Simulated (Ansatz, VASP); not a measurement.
MgCd2O3 in VASP and in Ansatz

```
Mg Cd O
1.0
     3.23749    0.00000    0.00000
    -1.61875    2.80375    0.00000
     0.00000    0.00000    8.08978
Mg Cd O
1 2 3
Direct
  0.00000 0.00000 0.50000
  0.66667 0.33333 0.82320
  0.33333 0.66667 0.17680
  0.33333 0.66667 0.64146
  0.66667 0.33333 0.35854
  0.00000 0.00000 0.00000
```

Alike in both runs: functional PBE; k mesh 6 × 6 × 2; occupations gaussian, width 0.1 eV; no spin polarisation.

Ansatz relaxed the structure, and its values are those at the end. VASP's run is a single point on that final structure, the one shown.

```csv
,VASP,Ansatz
version,VASP 6.6.1,Ansatz 0.2.0
potentials or method,"VASP PAW PBE potentials, release 64 (Mg_sv, Cd_sv_GW, O), cutoff 840 eV","scalar-relativistic, plane waves, PAW"
valence electrons in the cell,68,68
```

|  | VASP | Ansatz | Ansatz less VASP |
| --- | --- | --- | --- |
| gap on the k mesh at the Fermi level (eV) | 0.60 | 0.60 | +0.001 |
| least direct gap on the mesh (eV) | 0.60 | 0.60 | +0.002 |
| pressure (GPa) | -0.2 | 0.0 | +0.21 |
| rms of the force components (eV/Å) | 0.003 | 0.005 | +0.0020 |
